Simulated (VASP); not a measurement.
# PtPbS3 (Pm-3m) in VASP: notebook, part 2 of 2

VASP 6.6.1. The steps go on from the part before.

### Step 3. Relaxation of cell and atoms, PBE

Input file INCAR:

```
SYSTEM = PtPbS3
  PREC = Accurate
  ENCUT = 600
  EDIFF = 1E-6
  ISMEAR = 0
  SIGMA = 0.1
  LREAL = .False.
  LASPH = .True.
  NELM = 100
  ALGO = Normal
  ISIF = 3
  LWAVE = .False.
  LCHARG = .False.
  GGA = PE
  IBRION = 2
  NSW = 100
  EDIFFG = -0.01
```

Input file KPOINTS:

```
regular mesh
0
Gamma
  8 8 8
  0 0 0
```

Input file POSCAR:

```
PtPbS3
1.0
    4.7855606113      0.0000000000      0.0000000000
    0.0000000000      4.7855606113      0.0000000000
    0.0000000000      0.0000000000      4.7855606113
Pt Pb S
1 1 3
Direct
    0.0000000000      0.0000000000      0.0000000000
    0.5000000000      0.5000000000      0.5000000000
    0.5000000000      0.0000000000      0.0000000000
    0.0000000000      0.5000000000      0.0000000000
    0.0000000000      0.0000000000      0.5000000000
```

Potentials or basis: VASP PAW PBE potentials, release 64 (Pt, Pb_d, S).

Launch:

```bash
$ cat potpaw_PBE.64/Pt/POTCAR potpaw_PBE.64/Pb_d/POTCAR potpaw_PBE.64/S/POTCAR > POTCAR
$ mpirun -np 1 vasp_std > vasp.out
```

Run time: 1.7 min. Hardware: 1 thread of Intel Xeon Platinum 8259CL at 2.50GHz (Skylake/Cascade Lake), shared host; peak memory 0.32 GiB.

It converged, with:

```yaml
Free_energy: -21.4885 eV
Pressure_after_relaxing: 0.0 GPa
Band_gap_on_the_k_mesh: zero (band 21 reaches 5.76 eV, above the bottom of band 22 at 4.60 eV)
```

Final structure:
```cif
data_structure
_symmetry_space_group_name_H-M 'P 1'
_symmetry_Int_Tables_number 1
_cell_length_a 4.7856
_cell_length_b 4.7856
_cell_length_c 4.7856
_cell_angle_alpha 90.000
_cell_angle_beta 90.000
_cell_angle_gamma 90.000
_cell_volume 109.60
loop_
_atom_site_label
_atom_site_type_symbol
_atom_site_fract_x
_atom_site_fract_y
_atom_site_fract_z
_atom_site_occupancy
Pt1 Pt 0.00000 0.00000 0.00000 1
Pb1 Pb 0.50000 0.50000 0.50000 1
S1 S 0.50000 0.00000 0.00000 1
S2 S 0.00000 0.50000 0.00000 1
S3 S 0.00000 0.00000 0.50000 1
```

Levels at points of the mesh, in eV from the Fermi level:
```
           k point  band 17  band 18  band 19  band 20  band 21  band 22  band 23  band 24  band 25
(0.00, 0.00, 0.00)    -1.87    -1.06    -1.06    -1.06    -0.85    -0.85    -0.85     2.45     4.48
(0.50, 0.00, 0.00)    -1.52    -1.04    -0.67    -0.67    -0.41    -0.41    -0.14     1.77     3.30
(0.50, 0.50, 0.00)    -2.52    -1.02    -0.02    -0.01    -0.01     0.32     1.72     3.55     3.55
(0.50, 0.50, 0.50)    -1.12    -1.12     0.31     0.31     0.31     4.78     4.78     4.94     4.94
```

Caveat: the relaxation stopped at its first step, so nothing moved; spin-orbit coupling is left out, which moves the levels of the heavy elements.

### Step 4. Single point, PBE

Input file INCAR:

```
  ALGO = Normal
  EDIFF = 1E-6
  ENCUT = 520
  GGA = PE
  ISIF = 2
  ISMEAR = 0
  LASPH = True
  LCHARG = False
  LREAL = False
  LWAVE = False
  NBANDS = 29
  NELM = 100
  PREC = Accurate
  SIGMA = 0.1
```

Input file KPOINTS:

```
k-points
0
Gamma
  4 4 4
```

POSCAR is that of step 3.

Launch:

```bash
$ cat potpaw_PBE.64/Pt/POTCAR potpaw_PBE.64/Pb_d/POTCAR potpaw_PBE.64/S/POTCAR > POTCAR
$ mpirun -np 1 vasp_std > vasp.out
```

Wall time 28 s (1 thread of Intel Xeon Platinum 8259CL at 2.50GHz (Skylake/Cascade Lake), shared host); peak memory 0.22 GiB.

It converged, with:

```yaml
Free_energy: -21.7223 eV
Pressure: -0.2 GPa
Band_gap_on_the_k_mesh: zero (band 21 reaches 5.75 eV, above the bottom of band 22 at 4.63 eV)
```

Levels at points of the mesh, in eV from the Fermi level:
```tsv
k point	band 19	band 20	band 21	band 22	band 23	band 24
(0.00, 0.00, 0.00)	-1.01	-1.01	-0.76	-0.76	-0.76	2.56
(0.50, 0.00, 0.00)	-0.60	-0.60	-0.35	-0.35	-0.04	1.81
(0.50, 0.50, 0.00)	0.04	0.05	0.05	0.36	1.73	3.58
(0.50, 0.50, 0.50)	0.36	0.36	0.36	4.90	4.90	4.97
```

Caveat: spin-orbit coupling is left out, which moves the levels of the heavy elements.

### Step 5. Relaxation of cell and atoms, PBE

This run uses another cell than the first one, of 20.55 Å³/atom, 0.936 times its volume.

Input file INCAR:

```
SYSTEM = PtPbS3
PREC = Accurate
ENCUT = 600
EDIFF = 1E-6
ISMEAR = 0
SIGMA = 0.1
LREAL = .False.
LASPH = .True.
NELM = 100
ALGO = Normal
ISIF = 3
LWAVE = .False.
LCHARG = .False.
GGA = PE
IBRION = 2
NSW = 90
EDIFFG = -0.04
```

Input file KPOINTS:

```
Automatic mesh
0
Gamma
  4 4 4
  0 0 0
```

POSCAR, as its differences from that of step 4:

```diff
@@ -2,5 +2,5 @@
 1.0
-    4.7855606113      0.0000000000      0.0000000000
-    0.0000000000      4.7855606113      0.0000000000
-    0.0000000000      0.0000000000      4.7855606113
+    4.6841072600      0.0000000000      0.0000000000
+    0.0000000000      4.6841072600      0.0000000000
+    0.0000000000      0.0000000000      4.6841072600
 Pt Pb S
```

Launch:

```bash
$ cat potpaw_PBE.64/Pt/POTCAR potpaw_PBE.64/Pb_d/POTCAR potpaw_PBE.64/S/POTCAR > POTCAR
$ mpirun -np 1 vasp_std > vasp.out
```

Wall time 96 s (1 thread of Intel Xeon Platinum 8259CL at 2.50GHz (Skylake/Cascade Lake), shared host); peak memory 0.26 GiB.

The run converged. Its results:

* Free energy: -21.7216 eV
* Relaxed volume: 21.88 Å³/atom
* Relaxed cell: a = 4.783 Å, b = 4.783 Å, c = 4.783 Å, α = 90.00°, β = 90.00°, γ = 90.00°
* Space group after relaxing (to 0.05 Å): Pm-3m (No. 221)
* Energy gained by relaxing: 22.8 meV/atom
* Ionic steps: 3
* Pressure after relaxing: 0.0 GPa
* Band gap on the k mesh: zero (band 21 reaches 5.77 eV, above the bottom of band 22 at 4.65 eV)

Step by step:
| step | energy change (eV) | largest force (eV/Å) | pressure (GPa) | volume (Å³) |
| --- | --- | --- | --- | --- |
| 1 | 0.0000 | 0.0000 | 5.88 | 102.77 |
| 2 | -0.0601 | 0.0000 | -3.29 | 114.41 |
| 3 | -0.1140 | 0.0000 | 0.00 | 109.39 |

Final structure:
```yaml
crystal:
  lattice:
    - [4.78261, 0.00000, 0.00000]
    - [0.00000, 4.78261, 0.00000]
    - [0.00000, 0.00000, 4.78261]
  atoms:
    - { symbol: Pt, position: [0.00000, 0.00000, 0.00000] }
    - { symbol: Pb, position: [0.50000, 0.50000, 0.50000] }
    - { symbol: S, position: [0.50000, 0.00000, 0.00000] }
    - { symbol: S, position: [0.00000, 0.50000, 0.00000] }
    - { symbol: S, position: [0.00000, 0.00000, 0.50000] }
```

Levels at points of the mesh, in eV from the Fermi level:
| k point | band 19 | band 20 | band 21 | band 22 | band 23 | band 24 |
| --- | --- | --- | --- | --- | --- | --- |
| (0.00, 0.00, 0.00) | -1.02 | -1.02 | -0.76 | -0.76 | -0.76 | 2.57 |
| (0.50, 0.00, 0.00) | -0.60 | -0.60 | -0.35 | -0.35 | -0.04 | 1.82 |
| (0.50, 0.50, 0.00) | 0.04 | 0.05 | 0.05 | 0.36 | 1.73 | 3.59 |
| (0.50, 0.50, 0.50) | 0.36 | 0.36 | 0.36 | 4.91 | 4.91 | 4.98 |

Caveat: spin-orbit coupling is left out, which moves the levels of the heavy elements.

### Step 6. The runs side by side

| task | cell | k mesh | cutoff (eV) | gap on the mesh (eV) | pressure (GPa) |
| --- | --- | --- | --- | --- | --- |
| single point | a = 4.788 Å, 5 atoms | 8 × 8 × 8 | 520 | none | -0.2 |
| relaxation of cell and atoms | relaxed from a = 4.786 Å, 5 atoms | 8 × 8 × 8 | 600 | none | 0.0 |
| single point | a = 4.786 Å, 5 atoms | 4 × 4 × 4 | 520 | none | -0.2 |
| relaxation of cell and atoms | relaxed from a = 4.684 Å, 5 atoms | 4 × 4 × 4 | 600 | none | 0.0 |

Alike in all rows: level PBE; potentials or basis VASP PAW PBE potentials, release 64 (Pt, Pb_d, S); no spin polarisation; smearing gaussian 0.1 eV.

Caveats: spin-orbit coupling is left out, which moves the levels of the heavy elements; the relaxation stopped at its first step, so nothing moved (some runs).

Total energies depend on the potentials used, so only differences within one code and one set of settings carry meaning.
